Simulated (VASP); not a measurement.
# CuI (I4/mmm) in VASP: single point with PBEsol

Aim: the single point of CuI with PBEsol.

Everything below comes from runs of VASP 6.6.1. Logs are shortened: lines on timing, memory, paths and dates and some standing lists are left out, and cuts for length are marked.

## Step 1: The cell of the first run

It takes space group I4/mmm (No. 139, tetragonal). Conventional cell: a = 3.764 Å, b = 3.764 Å, c = 15.369 Å, α = 90.00°, β = 90.00°, γ = 90.00°. Cu (site symmetry 4mm) has 5 I at 2.54 to 2.83 Å and 4 Cu at 3.10 Å within 3.4 Å. I (site symmetry 4mm) has 5 Cu at 2.54 to 2.83 Å within 3.4 Å.

## Step 2: Single point, PBEsol

The input, INCAR:

```
PREC = Accurate ; ENCUT = 520
EDIFF = 1E-6 ; ISMEAR = -1
SIGMA = 0.03 ; LREAL = F
LASPH = T ; NELM = 80
ALGO = Normal ; ISIF = 2
LWAVE = F ; LCHARG = F
GGA = PS ; NBANDS = 26
```

The input, KPOINTS:

```
Automatic mesh
0
Gamma
  8 8 8
```

The input, POSCAR:

```
CuI
1.0
   -1.8819458716      1.8819458716      7.6846544524
    1.8819458716     -1.8819458716      7.6846544524
    1.8819458716      1.8819458716     -7.6846544524
Cu I
2 2
Direct
    0.8014997582      0.8014997582      0.0000000000
    0.1985002418      0.1985002418      0.0000000000
    0.6363263836      0.6363263836      0.0000000000
    0.3636736164      0.3636736164      0.0000000000
```

Potentials or basis: VASP PAW PBE potentials, release 64 (Cu, I).

Started as:

```sh
cat potpaw_PBE.64/Cu/POTCAR potpaw_PBE.64/I/POTCAR > POTCAR
mpirun -np 1 vasp_std > vasp.out
```

OUTCAR:

```text
PREC = Accurate
   ENCUT = 520
   EDIFF = 1E-6
   ISMEAR = -1
   LREAL = F
   LASPH = T
   NELM = 80
   ISIF = 2
   GGA = PS

 ion  position               nearest neighbor table
   1  0.801  0.801  0.000-   3 2.54   4 2.83   4 2.83   4 2.83   4 2.83
   2  0.199  0.199  0.000-   4 2.54   3 2.83   3 2.83   3 2.83   3 2.83
   3  0.636  0.636  0.000-   1 2.54   2 2.83   2 2.83   2 2.83   2 2.83
   4  0.364  0.364  0.000-   2 2.54   1 2.83   1 2.83   1 2.83   1 2.83

  LATTYP: Found a body centered tetragonal cell.
 ALAT       =     3.7638917432
 C/A-ratio  =     4.0833557268

  Lattice vectors:

 A1 = (  -1.8819458716,   1.8819458716,   7.6846544524)
 A2 = (   1.8819458716,  -1.8819458716,   7.6846544524)
 A3 = (   1.8819458716,   1.8819458716,  -7.6846544524)

Analysis of symmetry for initial positions (statically):
=====================================================================
 Subroutine PRICEL returns:
 Original cell was already a primitive cell.

 Routine SETGRP: Setting up the symmetry group for a
 body centered tetragonal supercell.

 Subroutine GETGRP returns: Found 16 space group operations
 (whereof 16 operations were pure point group operations)
 out of a pool of 16 trial point group operations.

The static configuration has the point symmetry D_4h.

Analysis of symmetry for dynamics (positions and initial velocities):
=====================================================================
 Subroutine PRICEL returns:
 Original cell was already a primitive cell.

 Routine SETGRP: Setting up the symmetry group for a
 body centered tetragonal supercell.

 Subroutine GETGRP returns: Found 16 space group operations
 (whereof 16 operations were pure point group operations)
 out of a pool of 16 trial point group operations.

The dynamic configuration has the point symmetry D_4h.

 Subroutine INISYM returns: Found 16 space group operations
 (whereof 16 operations are pure point group operations),
 and found     1 'primitive' translations

----------------------------------------------------------------------------------------

                                     Primitive cell

  volume of cell :     108.8676

  direct lattice vectors                    reciprocal lattice vectors
    -1.881945872  1.881945872  7.684654452     0.000000000  0.265682455  0.065064734
     1.881945872 -1.881945872  7.684654452     0.265682455  0.000000000  0.065064734
     1.881945872  1.881945872 -7.684654452     0.265682455  0.265682455  0.000000000

  length of vectors
     8.132487601  8.132487601  8.132487601     0.273533520  0.273533520  0.375731732

  position of ions in fractional coordinates (direct lattice)
     0.801499758  0.801499758  0.000000000
     0.198500242  0.198500242  0.000000000
     0.636326384  0.636326384  0.000000000
     0.363673616  0.363673616  0.000000000

  ion indices of the primitive-cell ions
   primitive index   ion index
                 1           1
                 2           2
                 3           3
                 4           4

----------------------------------------------------------------------------------------

 KPOINTS: Automatic mesh

Automatic generation of k-mesh.
 Grid dimensions read from file:
 generate k-points for:    8    8    8

 Generating k-lattice:

  Cartesian coordinates                     Fractional coordinates (reciprocal lattice)
     0.000000000  0.033210307  0.008133092     0.125000000  0.000000000  0.000000000
     0.033210307  0.000000000  0.008133092     0.000000000  0.125000000  0.000000000
     0.033210307  0.033210307  0.000000000     0.000000000  0.000000000  0.125000000

  Length of vectors
     0.034191690  0.034191690  0.046966466

  Shift w.r.t. Gamma in fractional coordinates (k-lattice)
     0.000000000  0.000000000  0.000000000

 Subroutine IBZKPT returns following result:
 ===========================================

 Found     59 irreducible k-points:

 Following reciprocal coordinates:
            Coordinates               Weight
  0.000000  0.000000  0.000000      1.000000
  0.125000  0.000000 -0.000000      8.000000
  0.250000  0.000000 -0.000000      8.000000
  0.375000  0.000000 -0.000000      8.000000
  0.500000  0.000000 -0.000000      4.000000
  0.125000  0.125000 -0.000000      8.000000
[... 16 lines left out ...]
  0.250000  0.125000  0.125000     16.000000
  0.375000  0.125000  0.125000      8.000000
 [... further k-points ...]
   k-points           NKPTS =     59   k-points in BZ     NKDIM =     59   number of bands    NBANDS=     26
   number of dos      NEDOS =    301   number of ions     NIONS =      4
   total plane-waves  NPLWV = 216000
   dimension x,y,z NGX =    60 NGY =   60 NGZ =   60
   dimension x,y,z NGXF=   120 NGYF=  120 NGZF=  120
   ions per type =               2   2
   NGX,Y,Z   is equivalent  to a cutoff of  12.27, 12.27, 12.27 a.u.
   NGXF,Y,Z  is equivalent  to a cutoff of  24.53, 24.53, 24.53 a.u.
 SYSTEM =  unknown system
   PREC   = accura    normal or accurate (medium, high low for compatibility)
   ISTART =      0    job   : 0-new  1-cont  2-samecut
   ICHARG =      2    charge: 1-file 2-atom 10-const
   ISPIN  =      1    spin polarized calculation?
   LNONCOLLINEAR =      F non collinear calculations
   LSORBIT =      F    spin-orbit coupling
   LASPH  =      T    aspherical Exc in radial PAW
   ENCUT  =  520.0 eV  38.22 Ry    6.18 a.u.  15.12 15.12 15.12*2*pi/ulx,y,z
   NELM   =     80;   NELMIN=  2; NELMDL= -5     # of ELM steps
   EDIFF  = 0.1E-05   stopping-criterion for ELM
   LREAL  =      F    real-space projection
   EDIFFG = 0.1E-04   stopping-criterion for IOM
   NSW    =      0    number of steps for IOM
   IBRION =     -1    ionic relax: 0-MD 1-quasi-New 2-CG
   NFREE  =      0    steps in history (QN), initial steepest desc. (CG)
   ISIF   =      2    stress and relaxation
   ISYM   =      2    0-nonsym 1-usesym 2-fastsym
   POTIM  = 0.5000    time-step for ionic-motion
   TEBEG  =    0.0;   TEEND  =   0.0 temperature during run
   PSTRESS=    0.0 pullay stress
   NELECT =      36.0000    total number of electrons
   NUPDOWN=      -1.0000    fix difference up-down
   EMIN   =  10.00;   EMAX   =-10.00  energy-range for DOS
   EFERMI =   0.00;   METHOD = LEGACY
   ISMEAR =    -1;   SIGMA  =   0.03  broadening in eV -4-tet -1-fermi 0-gaus
   EFERMI_NEDOS =   21; number of points for ismear=-14 and -15
   IALGO  =     38    algorithm
   IMIX   =      4    mixing-type and parameters
     AMIX     =   0.40;   BMIX     =  1.00
     AMIX_MAG =   1.60;   BMIX_MAG =  1.00
  volume/ion in A,a.u.               =      27.22       183.67
  Fermi-wavevector in a.u.,A,eV,Ry     =   1.132077  2.139316 17.437217  1.281599
  Thomas-Fermi vector in A             =   2.268778
   LORBIT       =      0    0 simple, 1 ext, 2 COOP (PROOUT), +10 PAW based schemes
   GGA     = PS    functional components
   LHFCALC =     F    Hartree Fock is set to
   AEXX    =    0.0000 exact exchange contribution
   IVDW    =     0    specifies the selected vdW correction
   LEPSILON=     F    determine dielectric tensor
   LRPA    =     F    only Hartree local field effects (RPA)
 non-spin polarized calculation
  energy-cutoff  :      520.00
  volume of cell :      108.87
 maximum number of plane-waves:      2952
   NGX = 31   NGY = 31   NGZ = 31

 number of electron      36.0000010 magnetization

 Free energy of the ion-electron system (eV)
  ---------------------------------------------------
  ext. energy  EPLUGINS =         0.00000000
  ---------------------------------------------------
  free energy    TOTEN  =       -11.78338883 eV

  energy without entropy =      -11.78319500  energy(sigma->0) =      -11.78329192

 E-fermi :   4.7675     XC(G=0):  -9.0943

 val. band max:        4.6228773683   @ k =  -0.2500   0.2500   0.2500
 cond. band min:       4.8556944462   @ k =   0.5000   0.5000  -0.0000
 fundamental gap:      0.2328170779
 Fermi energy:         4.7675001614

 k-point     1 :       0.0000    0.0000    0.0000
  band No.  band energies     occupation
      1      -9.6757      2.00000
      2      -9.1409      2.00000
      3      -1.2777      2.00000
      4       0.5527      2.00000
      5       1.6650      2.00000
      6       1.6650      2.00000
[... 18 lines left out ...]
     25      11.6138      0.00000
     26      11.8066      0.00000

 k-point     2 :       0.1250    0.0000   -0.0000
  band No.  band energies     occupation
      1      -9.5865      2.00000
      2      -9.0810      2.00000
      3      -1.1981      2.00000
      4       0.5352      2.00000
      5       1.2231      2.00000
      6       1.2334      2.00000
[... 18 lines left out ...]
     25      11.3736      0.00000
     26      11.4823      0.00000

 k-point     3 :       0.2500    0.0000   -0.0000
  band No.  band energies     occupation
      1      -9.3469      2.00000
      2      -8.9347      2.00000
      3      -1.1044      2.00000
      4      -0.2564      2.00000
      5       0.4491      2.00000
      6       0.8038      2.00000
[... 18 lines left out ...]
     25      11.8864      0.00000
     26      12.1674      0.00000

 k-point     4 :       0.3750    0.0000   -0.0000
  band No.  band energies     occupation
      1      -9.0482      2.00000
      2      -8.8028      2.00000
      3      -1.3923      2.00000
      4      -1.2305      2.00000
      5       0.2984      2.00000
      6       0.8516      2.00000
[... 18 lines left out ...]
     25      11.1459      0.00000
     26      11.5419      0.00000
[... 496 lines left out ...]
      1      -9.0578      2.00000
      2      -8.7292      2.00000
      3      -0.8207      2.00000
      4      -0.1758      2.00000
      5       0.3241      2.00000
      6       0.4457      2.00000
[... 18 lines left out ...]
     25      11.6436      0.00000
     26      11.8945      0.00000

 k-point    23 :       0.2500    0.1250    0.1250
  band No.  band energies     occupation
      1      -8.7954      2.00000
      2      -8.5993      2.00000
      3      -0.9437      2.00000
      4      -0.8087      2.00000
      5       0.2660      2.00000
      6       0.3982      2.00000
[... 18 lines left out ...]
     25      11.8372      0.00000
     26      12.4277      0.00000

 k-point    24 :       0.3750    0.1250    0.1250
  band No.  band energies     occupation
      1      -8.6413      2.00000
      2      -8.5775      2.00000
      3      -1.1485      2.00000
      4      -1.1191      2.00000
      5       0.3364      2.00000
      6       0.4971      2.00000
[... 18 lines left out ...]
     25      12.4550      0.00000
     26      12.8509      0.00000

 [... further k-points ...]

------------------------ aborting loop because EDIFF is reached ----------------------------------------

  FORCE on cell =-STRESS in cart. coord.  units (eV):
  Direction    XX          YY          ZZ          XY          YZ          ZX
  --------------------------------------------------------------------------------------
  -------------------------------------------------------------------------------------
  Total        0.0567946      0.0567946      0.0595418      0.0000000     -0.0000000      0.0000000
  in kB        0.8358322      0.8358322      0.8762622      0.0000000     -0.0000000      0.0000000
  external PRESSURE =       0.8493089 kB  Pullay stress =       0.0000000 kB

 VOLUME and BASIS-vectors are now :
 -----------------------------------------------------------------------------
  energy-cutoff  :      520.00
  volume of cell :      108.87
      direct lattice vectors                 reciprocal lattice vectors
    -1.881945872  1.881945872  7.684654452     0.000000000  0.265682455  0.065064734
     1.881945872 -1.881945872  7.684654452     0.265682455  0.000000000  0.065064734
     1.881945872  1.881945872 -7.684654452     0.265682455  0.265682455  0.000000000

 POSITION                                       TOTAL-FORCE (eV/Angst)
 -----------------------------------------------------------------------------------
      0.00000      0.00000     12.31850        -0.000000     -0.000000      0.009165
      0.00000      0.00000      3.05081        -0.000000     -0.000000     -0.009165
      0.00000      0.00000      9.77990         0.000000      0.000000     -0.014556
      0.00000      0.00000      5.58941         0.000000      0.000000      0.014556
 -----------------------------------------------------------------------------------
    total drift:                               -0.000000     -0.000000      0.000000

  FREE ENERGIE OF THE ION-ELECTRON SYSTEM (eV)
  ---------------------------------------------------
  free  energy   TOTEN  =       -11.7833888337 eV

  energy  without entropy=      -11.7831949990  energy(sigma->0) =      -11.78329192
```

Wall time 8.8 min (1 thread of Intel Xeon 8259CL, shared host); peak memory 0.56 GiB.

What came out:

| Item | Value |
| --- | --- |
| Free energy | -11.7834 eV |
| Pressure | 0.1 GPa |
| Largest force | 0.015 eV/Å |
| Band gap on the k mesh | 0.23 eV (least direct gap 1.14 eV) |

Forces in eV/Å, atoms in the order of the input:
```
Cu   0.000  0.000  0.009
Cu   0.000  0.000 -0.009
I    0.000  0.000 -0.015
I    0.000  0.000  0.015
```

Caveat: semilocal functionals underestimate gaps, and a narrow one can read as zero; the PAW data sets were made with another functional, which shifts forces and pressure a little; spin-orbit coupling is left out, which moves the levels of the heavy elements.
